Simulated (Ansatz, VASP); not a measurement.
## One calculation of HfN, two programs

```
CELL_PARAMETERS angstrom
0.00000 2.51081 2.51081
2.51081 0.00000 2.51081
2.51081 2.51081 0.00000
ATOMIC_POSITIONS crystal
Hf 0.00000 0.00000 0.00000
N 0.75000 0.75000 0.75000
```

Alike in both runs: task single point; functional PBEsol; k mesh 10 × 10 × 10; occupations fermi-dirac, width 0.1 eV; no spin polarisation.

|  | VASP | Ansatz |
| --- | --- | --- |
| version | VASP 6.6.1 | Ansatz 0.2.0 |
| potentials or method | VASP PAW PBE potentials, release 64 (Hf_pv, N), cutoff 520 eV | plane waves, PAW |
| valence electrons in the cell | 15 | 31 |

```csv
,VASP,Ansatz,Ansatz less VASP
pressure (GPa),-16.6,-15.7,+0.96
```

VASP's potentials were made for PBE, not for PBEsol. VASP's potentials hold 15 valence electrons a cell and Ansatz's 31, so a difference there can come from the potentials and not from the codes. Ansatz's warnings: stress scf threshold loose.

Neither program's run includes spin-orbit coupling.
